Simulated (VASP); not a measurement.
# Pt in VASP: notebook

Pt is run at these levels: PBE; tasks: single point.

Everything below comes from runs of VASP 6.6.1. Logs are shortened: lines on timing, memory, paths and dates and some standing lists are left out, and cuts for length are marked.

### Step 1. The cell of the first run

The cell holds a slab with vacuum, 3 atoms: a = 2.808 Å, b = 2.808 Å, c = 20.585 Å, α = 90.00°, β = 90.00°, γ = 120.00°.

### Step 2. Single point, PBE

INCAR

```
SYSTEM = Pt
ALGO     = Normal         ! electronic algorithm
DIPOL    = 0.5 0.5 0.500
EDIFF    = 1E-7           ! SCF threshold, eV
ENCUT    = 520            ! plane-wave cutoff, eV
GGA      = PE             ! functional
IDIPOL   = 3            
ISIF     = 2              ! what is computed and relaxed
ISMEAR   = -1             ! smearing method
LASPH    = .True.         ! aspherical terms in the spheres
LCHARG   = .False.        ! write CHGCAR
LDIPOL   = .True.       
LREAL    = .False.        ! projectors in reciprocal space
LWAVE    = .False.        ! write WAVECAR
NBANDS   = 22             ! bands
NELM     = 60             ! most SCF steps
PREC     = Accurate       ! precision mode
SIGMA    = 0.08           ! smearing width, eV
```

KPOINTS

```
k-points
0
Gamma
  13 13 1
  0 0 0
```

POSCAR

```
Pt
1.0
    2.8080030018      0.0000000000      0.0000000000
   -1.4040015009      2.4318019335      0.0000000000
    0.0000000000      0.0000000000     20.5854000000
Pt
3
Direct
    0.1666666667      0.3333333333      0.3877767870
    0.5000000000      1.0000000000      0.5000000007
    0.8333333333      0.6666666667      0.6122232120
```

Potentials or basis: VASP PAW PBE potentials, release 64 (Pt).

Run with:

```
$ cat potpaw_PBE.64/Pt/POTCAR > POTCAR
$ mpirun -np 1 vasp_std > vasp.out
```

OUTCAR:

```text
SYSTEM = Pt
   EDIFF = 1E-7
   ENCUT = 520
   GGA = PE
   ISIF = 2
   ISMEAR = -1
   LASPH = .True.
   LREAL = .False.
   NELM = 60
   PREC = Accurate

 ion  position               nearest neighbor table
   1  0.167  0.333  0.388-   2 2.82   2 2.82   2 2.82
   2  0.500  0.000  0.500-   3 2.82   3 2.82   3 2.82   1 2.82   1 2.82   1 2.82
   3  0.833  0.667  0.612-   2 2.82   2 2.82   2 2.82

  LATTYP: Found a hexagonal cell.
 ALAT       =     2.8080030018
 C/A-ratio  =     7.3309750690

  Lattice vectors:

 A1 = (   2.8080030018,   0.0000000000,   0.0000000000)
 A2 = (  -1.4040015009,   2.4318019335,   0.0000000000)
 A3 = (   0.0000000000,   0.0000000000,  20.5854000000)

Analysis of symmetry for initial positions (statically):
=====================================================================
 Subroutine PRICEL returns:
 Original cell was already a primitive cell.

 Routine SETGRP: Setting up the symmetry group for a
 hexagonal supercell.

 Subroutine GETGRP returns: Found 12 space group operations
 (whereof  4 operations were pure point group operations)
 out of a pool of 24 trial point group operations.

The static configuration has the point symmetry C_2h.
 The point group associated with its full space group is D_3d.

Analysis of symmetry for dynamics (positions and initial velocities):
=====================================================================
 Subroutine PRICEL returns:
 Original cell was already a primitive cell.

 Routine SETGRP: Setting up the symmetry group for a
 hexagonal supercell.

 Subroutine GETGRP returns: Found 12 space group operations
 (whereof  4 operations were pure point group operations)
 out of a pool of 24 trial point group operations.

The dynamic configuration has the point symmetry C_2h.
 The point group associated with its full space group is D_3d.

 Subroutine INISYM returns: Found 12 space group operations
 (whereof  4 operations are pure point group operations),
 and found     1 'primitive' translations

----------------------------------------------------------------------------------------

                                     Primitive cell

  volume of cell :     140.5676

  direct lattice vectors                    reciprocal lattice vectors
     2.808003002  0.000000000  0.000000000     0.356124975  0.205608850  0.000000000
    -1.404001501  2.431801934  0.000000000     0.000000000  0.411217701  0.000000000
     0.000000000  0.000000000 20.585400000     0.000000000  0.000000000  0.048578118

  length of vectors
     2.808003002  2.808003002 20.585400000     0.411217701  0.411217701  0.048578118

  position of ions in fractional coordinates (direct lattice)
     0.166666667  0.333333333  0.387776787
     0.500000000  0.000000000  0.500000001
     0.833333333  0.666666667  0.612223212

  ion indices of the primitive-cell ions
   primitive index   ion index
                 1           1
                 2           2
                 3           3

----------------------------------------------------------------------------------------

 KPOINTS: k-points

Automatic generation of k-mesh.
 Grid dimensions read from file:
 generate k-points for:   13   13    1

 Generating k-lattice:

  Cartesian coordinates                     Fractional coordinates (reciprocal lattice)
     0.027394229  0.015816065  0.000000000     0.076923077 -0.000000000  0.000000000
     0.000000000  0.031632131  0.000000000     0.000000000  0.076923077  0.000000000
     0.000000000  0.000000000  0.048578118     0.000000000  0.000000000  1.000000000

  Length of vectors
     0.031632131  0.031632131  0.048578118

  Shift w.r.t. Gamma in fractional coordinates (k-lattice)
     0.000000000  0.000000000  0.000000000

 Subroutine IBZKPT returns following result:
 ===========================================

 Found     21 irreducible k-points:

 Following reciprocal coordinates:
            Coordinates               Weight
  0.000000  0.000000  0.000000      1.000000
  0.076923 -0.000000  0.000000      6.000000
  0.153846 -0.000000  0.000000      6.000000
  0.230769  0.000000  0.000000      6.000000
  0.307692 -0.000000  0.000000      6.000000
  0.384615 -0.000000  0.000000      6.000000
[... 13 lines left out ...]
  0.384615  0.230769  0.000000      6.000000
  0.307692  0.307692  0.000000      6.000000
   k-points           NKPTS =     21   k-points in BZ     NKDIM =     21   number of bands    NBANDS=     22
   number of dos      NEDOS =    301   number of ions     NIONS =      3
   total plane-waves  NPLWV =  92160
   dimension x,y,z NGX =    24 NGY =   24 NGZ =  160
   dimension x,y,z NGXF=    48 NGYF=   48 NGZF=  320
   ions per type =               3
   NGX,Y,Z   is equivalent  to a cutoff of  14.21, 14.21, 12.92 a.u.
   NGXF,Y,Z  is equivalent  to a cutoff of  28.42, 28.42, 25.84 a.u.
 SYSTEM =  Pt
   PREC   = accura    normal or accurate (medium, high low for compatibility)
   ISTART =      0    job   : 0-new  1-cont  2-samecut
   ICHARG =      2    charge: 1-file 2-atom 10-const
   ISPIN  =      1    spin polarized calculation?
   LNONCOLLINEAR =      F non collinear calculations
   LSORBIT =      F    spin-orbit coupling
   LASPH  =      T    aspherical Exc in radial PAW
   ENCUT  =  520.0 eV  38.22 Ry    6.18 a.u.   5.22  5.22 38.28*2*pi/ulx,y,z
   NELM   =     60;   NELMIN=  2; NELMDL= -5     # of ELM steps
   EDIFF  = 0.1E-06   stopping-criterion for ELM
   LREAL  =      F    real-space projection
   EDIFFG = 0.1E-05   stopping-criterion for IOM
   NSW    =      0    number of steps for IOM
   IBRION =     -1    ionic relax: 0-MD 1-quasi-New 2-CG
   NFREE  =      0    steps in history (QN), initial steepest desc. (CG)
   ISIF   =      2    stress and relaxation
   ISYM   =      2    0-nonsym 1-usesym 2-fastsym
   POTIM  = 0.5000    time-step for ionic-motion
   TEBEG  =    0.0;   TEEND  =   0.0 temperature during run
   PSTRESS=    0.0 pullay stress
   NELECT =      30.0000    total number of electrons
   NUPDOWN=      -1.0000    fix difference up-down
   EMIN   =  10.00;   EMAX   =-10.00  energy-range for DOS
   EFERMI =   0.00;   METHOD = LEGACY
   ISMEAR =    -1;   SIGMA  =   0.08  broadening in eV -4-tet -1-fermi 0-gaus
   EFERMI_NEDOS =   21; number of points for ismear=-14 and -15
   IALGO  =     38    algorithm
   IMIX   =      4    mixing-type and parameters
     AMIX     =   0.40;   BMIX     =  1.00
     AMIX_MAG =   1.60;   BMIX_MAG =  1.00
  volume/ion in A,a.u.               =      46.86       316.20
  Fermi-wavevector in a.u.,A,eV,Ry     =   0.978333  1.848782 13.022630  0.957136
  Thomas-Fermi vector in A             =   2.109101
   LORBIT       =      0    0 simple, 1 ext, 2 COOP (PROOUT), +10 PAW based schemes
   GGA     = PE    functional components
   LHFCALC =     F    Hartree Fock is set to
   AEXX    =    0.0000 exact exchange contribution
   IVDW    =     0    specifies the selected vdW correction
   LEPSILON=     F    determine dielectric tensor
   LRPA    =     F    only Hartree local field effects (RPA)
 non-spin polarized calculation
  energy-cutoff  :      520.00
  volume of cell :      140.57
 maximum number of plane-waves:      3813
 NGX is ok and might be reduce to    24
   NGX = 11   NGY = 11   NGZ = 77

 number of electron      29.9999997 magnetization

 dipolmoment           0.000000      0.000000      0.000000 electrons x Angstroem

 Free energy of the ion-electron system (eV)
  ---------------------------------------------------
  ext. energy  EPLUGINS =         0.00000000
  ---------------------------------------------------
  free energy    TOTEN  =       -17.05457002 eV

  energy without entropy =      -16.92233541  energy(sigma->0) =      -16.98845272

 E-fermi :  -0.3600     XC(G=0):  -5.3034

 val. band max:       -0.3619762163   @ k =   0.3846  -0.0000   0.0000
 cond. band min:      -0.3597067158   @ k =   0.1538  -0.0000   0.0000
 fundamental gap:      0.0022695005
 Fermi energy:        -0.3600003574

 k-point     1 :       0.0000    0.0000    0.0000
  band No.  band energies     occupation
      1      -9.1599      2.00000
      2      -7.4695      2.00000
      3      -6.9574      2.00000
      4      -3.7911      2.00000
      5      -3.6588      2.00000
      6      -3.6588      2.00000
[... 14 lines left out ...]
     21       5.4709      0.00000
     22       6.1248      0.00000

 k-point     2 :       0.0769   -0.0000    0.0000
  band No.  band energies     occupation
      1      -8.9591      2.00000
      2      -7.2658      2.00000
      3      -6.7644      2.00000
      4      -3.8414      2.00000
      5      -3.7971      2.00000
      6      -3.6329      2.00000
[... 14 lines left out ...]
     21       5.6361      0.00000
     22       6.2519      0.00000

 k-point     3 :       0.1538   -0.0000    0.0000
  band No.  band energies     occupation
      1      -8.3929      2.00000
      2      -6.7183      2.00000
      3      -6.2502      2.00000
      4      -4.2360      2.00000
      5      -4.0456      2.00000
      6      -3.7854      2.00000
[... 14 lines left out ...]
     21       6.1301      0.00000
     22       6.6331      0.00000

 k-point     4 :       0.2308    0.0000    0.0000
  band No.  band energies     occupation
      1      -7.5996      2.00000
      2      -6.1340      2.00000
      3      -5.7028      2.00000
      4      -4.6737      2.00000
      5      -4.3105      2.00000
      6      -3.6827      2.00000
[... 14 lines left out ...]
     21       6.9384      0.00000
     22       7.2826      0.00000

 k-point     5 :       0.3077   -0.0000    0.0000
  band No.  band energies     occupation
      1      -6.8891      2.00000
      2      -6.0120      2.00000
      3      -5.6062      2.00000
      4      -5.1284      2.00000
      5      -4.1534      2.00000
      6      -3.7577      2.00000
[... 14 lines left out ...]
     21       7.9856      0.00000
     22       8.2433      0.00000

 k-point     6 :       0.3846   -0.0000    0.0000
  band No.  band energies     occupation
      1      -6.5735      2.00000
      2      -6.1684      2.00000
      3      -5.7426      2.00000
      4      -5.4959      2.00000
      5      -4.2070      2.00000
      6      -3.7761      2.00000
[... 14 lines left out ...]
     21       8.1972      0.00000
     22       8.5483      0.00000

 k-point     7 :       0.4615   -0.0000    0.0000
  band No.  band energies     occupation
      1      -6.5342      2.00000
      2      -6.2917      2.00000
      3      -5.8135      2.00000
      4      -5.7157      2.00000
      5      -4.2773      2.00000
      6      -3.9182      2.00000
[... 249 lines left out ...]
      6      -3.6937      2.00000
[... 14 lines left out ...]
     21       7.5344      0.00000
     22       9.2082      0.00000

 k-point    18 :       0.2308    0.2308    0.0000
  band No.  band energies     occupation
      1      -5.7809      2.00000
      2      -5.5273      2.00000
      3      -5.0394      2.00000
      4      -4.7145      2.00000
      5      -4.2081      2.00000
      6      -4.2068      2.00000
[... 14 lines left out ...]
     21       8.4901      0.00000
     22       8.7679      0.00000

 k-point    19 :       0.3077    0.2308    0.0000
  band No.  band energies     occupation
      1      -5.5246      2.00000
      2      -5.5149      2.00000
      3      -5.1077      2.00000
      4      -4.6373      2.00000
      5      -4.3085      2.00000
      6      -4.1014      2.00000
[... 14 lines left out ...]
     21       8.1086      0.00000
     22       8.4632      0.00000

 k-point    20 :       0.3846    0.2308    0.0000
  band No.  band energies     occupation
      1      -5.5268      2.00000
      2      -5.4605      2.00000
      3      -5.1414      2.00000
      4      -4.6921      2.00000
      5      -4.3462      2.00000
      6      -3.9360      2.00000
[... 14 lines left out ...]
     21       7.2654      0.00000
     22       8.5102      0.00000

 k-point    21 :       0.3077    0.3077    0.0000
  band No.  band energies     occupation
      1      -5.2659      2.00000
      2      -5.2460      2.00000
      3      -4.8662      2.00000
      4      -4.7343      2.00000
      5      -4.3581      2.00000
      6      -3.7888      2.00000
[... 14 lines left out ...]
     21       7.6818      0.00000
     22       8.0024      0.00000

------------------------ aborting loop because EDIFF is reached ----------------------------------------

 vacuum level on the upper side and lower side of the slab       (xc-potential included)        -0.091        -0.091

  FORCE on cell =-STRESS in cart. coord.  units (eV):
  Direction    XX          YY          ZZ          XY          YZ          ZX
  --------------------------------------------------------------------------------------
  -------------------------------------------------------------------------------------
  Total       -4.7369838     -4.7369838     -0.1312437      0.0000000      0.0000000      0.0000000
  in kB      -53.9917499    -53.9917499     -1.4959050      0.0000000      0.0000000      0.0000000
  external PRESSURE =     -36.4931349 kB  Pullay stress =       0.0000000 kB

 VOLUME and BASIS-vectors are now :
 -----------------------------------------------------------------------------
  energy-cutoff  :      520.00
  volume of cell :      140.57
      direct lattice vectors                 reciprocal lattice vectors
     2.808003002  0.000000000  0.000000000     0.356124975  0.205608850  0.000000000
    -1.404001501  2.431801934  0.000000000     0.000000000  0.411217701  0.000000000
     0.000000000  0.000000000 20.585400000     0.000000000  0.000000000  0.048578118

 POSITION                                       TOTAL-FORCE (eV/Angst)
 -----------------------------------------------------------------------------------
      0.00000      0.81060      7.98254        -0.000000      0.000000      0.020113
      1.40400      0.00000     10.29270         0.000000      0.000000      0.000000
      1.40400      1.62120     12.60286         0.000000     -0.000000     -0.020113
 -----------------------------------------------------------------------------------
    total drift:                                0.000000     -0.000000      0.000006

  FREE ENERGIE OF THE ION-ELECTRON SYSTEM (eV)
  ---------------------------------------------------
  free  energy   TOTEN  =       -17.0545700185 eV

  energy  without entropy=      -16.9223354129  energy(sigma->0) =      -16.98845272

 vacuum level on the upper side and lower side of the slab         5.321         5.321
```

Wall time 52 s (1 thread of Intel Xeon 6975P-C (Granite Rapids), shared host); peak memory 0.29 GiB.

What came out:

```
Free energy            : -17.0546 eV
Largest force          : 0.020 eV/Å
Band gap on the k mesh : zero (bands 15 and 16 overlap by 1.19 eV)
```

Forces in eV/Å, atoms in the order of the input:
```
Pt   0.000  0.000  0.020
Pt   0.000  0.000  0.000
Pt   0.000  0.000 -0.020
```

Levels at points of the mesh, in eV from the Fermi level:
```csv
k point,band 12,band 13,band 14,band 15,band 16,band 17,band 18,band 19
"(0.00, 0.00, 0.00)",-1.32,-1.32,-0.67,-0.67,-0.66,-0.02,-0.02,0.91
```

Caveat: spin-orbit coupling is left out, which moves the levels of the heavy elements.

### Step 3. Single point, PBE

INCAR

```
SYSTEM = Pt
ALGO = Normal
EDIFF = 1E-7
ENCUT = 520
GGA = PE
ISIF = 2
ISMEAR = -1
LASPH = .True.
LCHARG = .False.
LREAL = .False.
LWAVE = .False.
NBANDS = 22
NELM = 80
PREC = Accurate
SIGMA = 0.08
```

KPOINTS is that of step 2.

POSCAR is that of step 2.

Potentials or basis: VASP PAW PBE potentials, release 64 (Pt).

Run with:

```
$ cat potpaw_PBE.64/Pt/POTCAR > POTCAR
$ mpirun -np 1 vasp_std > vasp.out
```

OUTCAR:

```text
SYSTEM = Pt
   EDIFF = 1E-7
   ENCUT = 520
   GGA = PE
   ISIF = 2
   ISMEAR = -1
   LASPH = .True.
   LREAL = .False.
   NELM = 80
   PREC = Accurate

 ion  position               nearest neighbor table
   1  0.167  0.333  0.388-   2 2.82   2 2.82   2 2.82
   2  0.500  0.000  0.500-   3 2.82   3 2.82   3 2.82   1 2.82   1 2.82   1 2.82
   3  0.833  0.667  0.612-   2 2.82   2 2.82   2 2.82

  LATTYP: Found a hexagonal cell.
 ALAT       =     2.8080030018
 C/A-ratio  =     7.3309750690

  Lattice vectors:
[... 712 lines left out ...]

  FORCE on cell =-STRESS in cart. coord.  units (eV):
  Direction    XX          YY          ZZ          XY          YZ          ZX
  --------------------------------------------------------------------------------------
  -------------------------------------------------------------------------------------
  Total       -4.7369838     -4.7369838     -0.1312437      0.0000000     -0.0000000      0.0000000
  in kB      -53.9917498    -53.9917498     -1.4959049      0.0000000     -0.0000000      0.0000000
  external PRESSURE =     -36.4931348 kB  Pullay stress =       0.0000000 kB

 VOLUME and BASIS-vectors are now :
 -----------------------------------------------------------------------------
  energy-cutoff  :      520.00
  volume of cell :      140.57
      direct lattice vectors                 reciprocal lattice vectors
     2.808003002  0.000000000  0.000000000     0.356124975  0.205608850  0.000000000
    -1.404001501  2.431801934  0.000000000     0.000000000  0.411217701  0.000000000
     0.000000000  0.000000000 20.585400000     0.000000000  0.000000000  0.048578118

 POSITION                                       TOTAL-FORCE (eV/Angst)
 -----------------------------------------------------------------------------------
      0.00000      0.81060      7.98254         0.000000     -0.000000      0.020113
      1.40400      0.00000     10.29270         0.000000     -0.000000      0.000000
      1.40400      1.62120     12.60286        -0.000000      0.000000     -0.020113
 -----------------------------------------------------------------------------------
    total drift:                                0.000000     -0.000000      0.000004

  FREE ENERGIE OF THE ION-ELECTRON SYSTEM (eV)
  ---------------------------------------------------
  free  energy   TOTEN  =       -17.0545700185 eV

  energy  without entropy=      -16.9223354129  energy(sigma->0) =      -16.98845272
```

Run time: 48 s. Hardware: 1 thread of Intel Xeon 6975P-C (Granite Rapids), shared host; peak memory 0.29 GiB.

What came out:

```
Free energy            : -17.0546 eV
Largest force          : 0.020 eV/Å
Band gap on the k mesh : zero (bands 15 and 16 overlap by 1.19 eV)
```

Forces in eV/Å, atoms in the order of the input:
```
Pt   0.000  0.000  0.020
Pt   0.000  0.000  0.000
Pt   0.000  0.000 -0.020
```

Caveat: spin-orbit coupling is left out, which moves the levels of the heavy elements.
